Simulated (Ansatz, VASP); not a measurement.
# RbBr: VASP beside Ansatz

File INCAR:

```
SYSTEM = RbBr
PREC = Accurate ; ENCUT = 520
EDIFF = 1E-6 ; ISMEAR = -1
SIGMA = 0.1 ; LREAL = .FALSE.
LASPH = .TRUE. ; NELM = 100
ALGO = Normal ; ISIF = 2
LWAVE = .FALSE. ; LCHARG = .TRUE.
LELF = .TRUE. ; LVHAR = .TRUE.
NBANDS = 15
```

File KPOINTS:

```
regular mesh
0
G
  12 12 12
  0 0 0
```

POSCAR

```
RbBr
1.0
    3.1883823464      0.0000000000      0.0000000000
    0.0000000000      3.1883823464      0.0000000000
    0.0000000000      0.0000000000      3.1883823464
Rb Br
1 1
Direct
    0.0000000000      0.0000000000      0.0000000000
    0.5000000000      0.5000000000      0.5000000000
```

Input for Ansatz:

```yaml
crystal:
  lattice:
    - [3.1883823464, 0.0, 0.0]
    - [0.0, 3.1883823464, 0.0]
    - [0.0, 0.0, 3.1883823464]
  atoms:
    - { symbol: Rb, position: [0.0, 0.0, 0.0] }
    - { symbol: Br, position: [0.5, 0.5, 0.5] }
kpoints:
  mp_grid: { grid: [12, 12, 12] }
scf:
  occupations: { method: fermi_dirac, width: 0.1 }
hamiltonian:
  xc: lda
  pseudopotentials: { kind: paw }
output:
  forces: true
  stress: true
  eigenvalues: true
  populations: true
```

Change from the starting cell: volume scaled by 0.52, PAW files.

Alike in both runs: task single point; functional LDA; k mesh 12 × 12 × 12; occupations fermi-dirac, width 0.1 eV; no spin polarisation.

```csv
,VASP,Ansatz
version,VASP 6.6.1,Ansatz 0.2.0
potentials or method,"VASP PAW LDA potentials, release 64 (Rb_sv, Br)","PAW with Ansatz's default frozen-core files, scalar-relativistic"
plane-wave cutoff (eV),520,420
valence electrons in the cell,16,16
```

```tsv
	VASP	Ansatz	Ansatz less VASP
pressure (GPa)	75.8	74.0	-1.81
```

LDA's correlation is that of Perdew and Zunger in VASP and of Perdew and Wang (1992) in Ansatz. Both programs put the cell under a high pressure, so it lies far from rest at this level.

Noted on VASP's run: the cell as given lies far from equilibrium.
